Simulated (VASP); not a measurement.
# TiB2 (P6/mmm) in VASP: further runs

The runs below take TiB2 through single point, with PBE.

Program: VASP 6.6.1. These are calculated values, not measurements. Logs are shortened: lines on timing, memory, paths and dates and some standing lists are left out, and cuts for length are marked.

### 1 The cell of the first run

It takes space group P6/mmm (No. 191, hexagonal). The conventional cell has a = 3.012 Å, b = 3.012 Å, c = 3.201 Å, α = 90.00°, β = 90.00°, γ = 120.00°. Within 3.1 Å of Ti (site symmetry 6/mmm) lie 12 B at 2.36 Å and 6 Ti at 3.01 Å. Within 2.3 Å of B (site symmetry -6m2) lie 3 B at 1.74 Å.

### 2 Single point, PBE

Contents of INCAR:

```
PREC = Accurate
ENCUT = 500
EDIFF = 1E-6
ISMEAR = -1
SIGMA = 0.05
LREAL = F
LASPH = T
NELM = 120
ALGO = Normal
ISIF = 2
LWAVE = F
LCHARG = T
GGA = PE
LELF = T
LVHAR = T
NBANDS = 16
GGA_COMPAT = F
```

Contents of KPOINTS:

```
regular mesh
0
Gamma
  8 8 6
```

Contents of POSCAR:

```
TiB2
1.0
    3.0121876266      0.0000000000      0.0000000000
   -1.5060938133      2.6086310056      0.0000000000
    0.0000000000      0.0000000000      3.2009009495
Ti B
1 2
Direct
    0.0000000000      0.0000000000      0.0000000000
    0.3333333333      0.6666666667      0.5000000000
    0.6666666667      0.3333333333      0.5000000000
```

Potentials or basis: VASP PAW PBE potentials, release 64 (Ti_sv, B).

Run with:

```
cat potpaw_PBE.64/Ti_sv/POTCAR potpaw_PBE.64/B/POTCAR > POTCAR
mpirun -np 1 vasp_std > vasp.out
```

OUTCAR:

```text
PREC = Accurate
   ENCUT = 500
   EDIFF = 1E-6
   ISMEAR = -1
   LREAL = F
   LASPH = T
   NELM = 120
   ISIF = 2
   GGA = PE

 ion  position               nearest neighbor table
   1  0.000  0.000  0.000-   2 2.36   3 2.36   2 2.36   3 2.36   2 2.36   2 2.36   3 2.36   3 2.36
                             3 2.36   3 2.36   2 2.36   2 2.36
   2  0.333  0.667  0.500-   3 1.74   3 1.74   3 1.74   1 2.36   1 2.36   1 2.36   1 2.36   1 2.36
                             1 2.36
   3  0.667  0.333  0.500-   2 1.74   2 1.74   2 1.74   1 2.36   1 2.36   1 2.36   1 2.36   1 2.36
                             1 2.36

  LATTYP: Found a hexagonal cell.
 ALAT       =     3.0121876266
 C/A-ratio  =     1.0626499230

  Lattice vectors:

 A1 = (   3.0121876266,   0.0000000000,   0.0000000000)
 A2 = (  -1.5060938133,   2.6086310056,   0.0000000000)
 A3 = (   0.0000000000,   0.0000000000,   3.2009009495)

Analysis of symmetry for initial positions (statically):
=====================================================================
 Subroutine PRICEL returns:
 Original cell was already a primitive cell.

 Routine SETGRP: Setting up the symmetry group for a
 hexagonal supercell.

 Subroutine GETGRP returns: Found 24 space group operations
 (whereof 24 operations were pure point group operations)
 out of a pool of 24 trial point group operations.

The static configuration has the point symmetry D_6h.

Analysis of symmetry for dynamics (positions and initial velocities):
=====================================================================
 Subroutine PRICEL returns:
 Original cell was already a primitive cell.

 Routine SETGRP: Setting up the symmetry group for a
 hexagonal supercell.

 Subroutine GETGRP returns: Found 24 space group operations
 (whereof 24 operations were pure point group operations)
 out of a pool of 24 trial point group operations.

The dynamic configuration has the point symmetry D_6h.

 Subroutine INISYM returns: Found 24 space group operations
 (whereof 24 operations are pure point group operations),
 and found     1 'primitive' translations

----------------------------------------------------------------------------------------

                                     Primitive cell

  volume of cell :      25.1517

  direct lattice vectors                    reciprocal lattice vectors
     3.012187627  0.000000000  0.000000000     0.331984632  0.191671417  0.000000000
    -1.506093813  2.608631006  0.000000000     0.000000000  0.383342833  0.000000000
     0.000000000  0.000000000  3.200900949     0.000000000  0.000000000  0.312412041

  length of vectors
     3.012187627  3.012187627  3.200900949     0.383342833  0.383342833  0.312412041

  position of ions in fractional coordinates (direct lattice)
     0.000000000  0.000000000  0.000000000
     0.333333333  0.666666667  0.500000000
     0.666666667  0.333333333  0.500000000

  ion indices of the primitive-cell ions
   primitive index   ion index
                 1           1
                 2           2
                 3           3

----------------------------------------------------------------------------------------

 KPOINTS: regular mesh

Automatic generation of k-mesh.
 Grid dimensions read from file:
 generate k-points for:    8    8    6

 Generating k-lattice:

  Cartesian coordinates                     Fractional coordinates (reciprocal lattice)
     0.041498079  0.023958927  0.000000000     0.125000000  0.000000000  0.000000000
     0.000000000  0.047917854  0.000000000     0.000000000  0.125000000  0.000000000
     0.000000000  0.000000000  0.052068674     0.000000000  0.000000000  0.166666667

  Length of vectors
     0.047917854  0.047917854  0.052068674

  Shift w.r.t. Gamma in fractional coordinates (k-lattice)
     0.000000000  0.000000000  0.000000000

 Subroutine IBZKPT returns following result:
 ===========================================

 Found     40 irreducible k-points:

 Following reciprocal coordinates:
            Coordinates               Weight
  0.000000  0.000000  0.000000      1.000000
  0.125000 -0.000000  0.000000      6.000000
  0.250000 -0.000000  0.000000      6.000000
  0.375000 -0.000000  0.000000      6.000000
  0.500000 -0.000000  0.000000      3.000000
  0.125000  0.125000  0.000000      6.000000
[... 16 lines left out ...]
  0.250000 -0.000000  0.333333     12.000000
  0.375000 -0.000000  0.333333     12.000000
 [... further k-points ...]
   k-points           NKPTS =     40   k-points in BZ     NKDIM =     40   number of bands    NBANDS=     16
   number of dos      NEDOS =    301   number of ions     NIONS =      3
   total plane-waves  NPLWV =  13824
   dimension x,y,z NGX =    24 NGY =   24 NGZ =   24
   dimension x,y,z NGXF=    48 NGYF=   48 NGZF=   48
   ions per type =               1   2
   NGX,Y,Z   is equivalent  to a cutoff of  13.25, 13.25, 12.46 a.u.
   NGXF,Y,Z  is equivalent  to a cutoff of  26.49, 26.49, 24.93 a.u.
 SYSTEM =  unknown system
   PREC   = accura    normal or accurate (medium, high low for compatibility)
   ISTART =      0    job   : 0-new  1-cont  2-samecut
   ICHARG =      2    charge: 1-file 2-atom 10-const
   ISPIN  =      1    spin polarized calculation?
   LNONCOLLINEAR =      F non collinear calculations
   LSORBIT =      F    spin-orbit coupling
   LASPH  =      T    aspherical Exc in radial PAW
   ENCUT  =  500.0 eV  36.75 Ry    6.06 a.u.   5.49  5.49  5.84*2*pi/ulx,y,z
   NELM   =    120;   NELMIN=  2; NELMDL= -5     # of ELM steps
   EDIFF  = 0.1E-05   stopping-criterion for ELM
   LREAL  =      F    real-space projection
   EDIFFG = 0.1E-04   stopping-criterion for IOM
   NSW    =      0    number of steps for IOM
   IBRION =     -1    ionic relax: 0-MD 1-quasi-New 2-CG
   NFREE  =      0    steps in history (QN), initial steepest desc. (CG)
   ISIF   =      2    stress and relaxation
   ISYM   =      2    0-nonsym 1-usesym 2-fastsym
   POTIM  = 0.5000    time-step for ionic-motion
   TEBEG  =    0.0;   TEEND  =   0.0 temperature during run
   PSTRESS=    0.0 pullay stress
   NELECT =      18.0000    total number of electrons
   NUPDOWN=      -1.0000    fix difference up-down
   EMIN   =  10.00;   EMAX   =-10.00  energy-range for DOS
   EFERMI =   0.00;   METHOD = LEGACY
   ISMEAR =    -1;   SIGMA  =   0.05  broadening in eV -4-tet -1-fermi 0-gaus
   EFERMI_NEDOS =   21; number of points for ismear=-14 and -15
   IALGO  =     38    algorithm
   IMIX   =      4    mixing-type and parameters
     AMIX     =   0.40;   BMIX     =  1.00
     AMIX_MAG =   1.60;   BMIX_MAG =  1.00
  volume/ion in A,a.u.               =       8.38        56.58
  Fermi-wavevector in a.u.,A,eV,Ry     =   1.464345  2.767211 29.175052  2.144306
  Thomas-Fermi vector in A             =   2.580332
   LORBIT       =      0    0 simple, 1 ext, 2 COOP (PROOUT), +10 PAW based schemes
   GGA     = PE    functional components
   LHFCALC =     F    Hartree Fock is set to
   AEXX    =    0.0000 exact exchange contribution
   IVDW    =     0    specifies the selected vdW correction
   LEPSILON=     F    determine dielectric tensor
   LRPA    =     F    only Hartree local field effects (RPA)
 non-spin polarized calculation
  energy-cutoff  :      500.00
  volume of cell :       25.15
 maximum number of plane-waves:       660
 NGX is ok and might be reduce to    24
   NGX = 11   NGY = 11   NGZ = 11

 number of electron      18.0000000 magnetization

 Free energy of the ion-electron system (eV)
  ---------------------------------------------------
  ext. energy  EPLUGINS =         0.00000000
  ---------------------------------------------------
  free energy    TOTEN  =       -24.42385393 eV

  energy without entropy =      -24.42269852  energy(sigma->0) =      -24.42327623

 E-fermi :  10.3029     XC(G=0): -12.8650

 val. band max:       10.0187274759   @ k =   0.0000   0.0000   0.5000
 cond. band min:      10.3949613730   @ k =   0.0000   0.0000   0.3333
 fundamental gap:      0.3762338972
 Fermi energy:        10.3029130070

 k-point     1 :       0.0000    0.0000    0.0000
  band No.  band energies     occupation
      1     -46.6887      2.00000
      2     -23.0429      2.00000
      3     -22.7189      2.00000
      4     -22.7189      2.00000
      5      -3.3945      2.00000
      6       7.5554      2.00000
[... 8 lines left out ...]
     15      16.0525      0.00000
     16      17.2639      0.00000

 k-point     2 :       0.1250   -0.0000    0.0000
  band No.  band energies     occupation
      1     -46.6801      2.00000
      2     -23.0321      2.00000
      3     -22.7837      2.00000
      4     -22.7336      2.00000
      5      -3.0912      2.00000
      6       6.7319      2.00000
[... 8 lines left out ...]
     15      17.6438      0.00000
     16      18.2274      0.00000

 k-point     3 :       0.2500   -0.0000    0.0000
  band No.  band energies     occupation
      1     -46.6594      2.00000
      2     -23.0060      2.00000
      3     -22.9376      2.00000
      4     -22.7688      2.00000
      5      -2.2201      2.00000
      6       4.8970      2.00000
[... 8 lines left out ...]
     15      17.7091      0.00000
     16      19.6360      0.00000

 k-point     4 :       0.3750   -0.0000    0.0000
  band No.  band energies     occupation
      1     -46.6386      2.00000
      2     -23.0881      2.00000
      3     -22.9798      2.00000
      4     -22.8037      2.00000
      5      -0.8733      2.00000
      6       2.8249      2.00000
[... 8 lines left out ...]
     15      17.8182      0.00000
     16      19.1047      0.00000

 k-point     5 :       0.5000   -0.0000    0.0000
  band No.  band energies     occupation
      1     -46.6299      2.00000
      2     -23.1495      2.00000
      3     -22.9688      2.00000
      4     -22.8181      2.00000
      5       0.7530      2.00000
      6       0.9414      2.00000
[... 8 lines left out ...]
     15      17.8490      0.00000
     16      18.6354      0.00000

 k-point     6 :       0.1250    0.1250    0.0000
  band No.  band energies     occupation
      1     -46.6655      2.00000
      2     -23.0137      2.00000
      3     -22.8857      2.00000
      4     -22.7658      2.00000
      5      -2.5039      2.00000
      6       5.6294      2.00000
[... 8 lines left out ...]
     15      18.0549      0.00000
     16      18.5530      0.00000
[... 267 lines left out ...]
 k-point    21 :       0.0000    0.0000    0.3333
  band No.  band energies     occupation
      1     -46.6764      2.00000
      2     -23.2079      2.00000
      3     -22.7055      2.00000
      4     -22.7055      2.00000
      5      -2.0886      2.00000
      6       3.6256      2.00000
[... 8 lines left out ...]
     15      19.5033      0.00000
     16      19.5033      0.00000

 k-point    22 :       0.1250   -0.0000    0.3333
  band No.  band energies     occupation
      1     -46.6679      2.00000
      2     -23.1941      2.00000
      3     -22.7682      2.00000
      4     -22.7195      2.00000
      5      -1.8716      2.00000
      6       3.9174      2.00000
[... 8 lines left out ...]
     15      18.9155      0.00000
     16      19.8982      0.00000

 k-point    23 :       0.2500   -0.0000    0.3333
  band No.  band energies     occupation
      1     -46.6474      2.00000
      2     -23.1607      2.00000
      3     -22.9171      2.00000
      4     -22.7530      2.00000
      5      -1.2504      2.00000
      6       4.5533      2.00000
[... 8 lines left out ...]
     15      18.4692      0.00000
     16      21.2452      0.00000

 k-point    24 :       0.3750   -0.0000    0.3333
  band No.  band energies     occupation
      1     -46.6268      2.00000
      2     -23.1271      2.00000
      3     -23.0629      2.00000
      4     -22.7862      2.00000
      5      -0.3013      2.00000
      6       3.1633      2.00000
[... 8 lines left out ...]
     15      18.0240      0.00000
     16      23.0838      0.00000

 [... further k-points ...]

------------------------ aborting loop because EDIFF is reached ----------------------------------------

  FORCE on cell =-STRESS in cart. coord.  units (eV):
  Direction    XX          YY          ZZ          XY          YZ          ZX
  --------------------------------------------------------------------------------------
  -------------------------------------------------------------------------------------
  Total        0.9343562      0.9343562      0.7600914      0.0000000      0.0000000      0.0000000
  in kB       59.5190699     59.5190699     48.4182973      0.0000000      0.0000000      0.0000000
  external PRESSURE =      55.8188124 kB  Pullay stress =       0.0000000 kB

 VOLUME and BASIS-vectors are now :
 -----------------------------------------------------------------------------
  energy-cutoff  :      500.00
  volume of cell :       25.15
      direct lattice vectors                 reciprocal lattice vectors
     3.012187627  0.000000000  0.000000000     0.331984632  0.191671417  0.000000000
    -1.506093813  2.608631006  0.000000000     0.000000000  0.383342833  0.000000000
     0.000000000  0.000000000  3.200900949     0.000000000  0.000000000  0.312412041

 POSITION                                       TOTAL-FORCE (eV/Angst)
 -----------------------------------------------------------------------------------
      0.00000      0.00000      0.00000        -0.000000      0.000000      0.000000
     -0.00000      1.73909      1.60045        -0.000000      0.000000      0.000000
      1.50609      0.86954      1.60045         0.000000     -0.000000      0.000000
 -----------------------------------------------------------------------------------
    total drift:                               -0.000000      0.000000      0.000000

  FREE ENERGIE OF THE ION-ELECTRON SYSTEM (eV)
  ---------------------------------------------------
  free  energy   TOTEN  =       -24.4238539325 eV

  energy  without entropy=      -24.4226985229  energy(sigma->0) =      -24.42327623
```

Wall time 6.3 s (1 thread of Intel Xeon 6975P-C (Granite Rapids), shared host); peak memory 0.14 GiB.

Results:

* Free energy: -24.4239 eV
* Pressure: 5.6 GPa
* Band gap on the k mesh: zero (band 9 reaches 10.39 eV, above the bottom of band 10 at 10.02 eV)

[end of part 1 of 2]
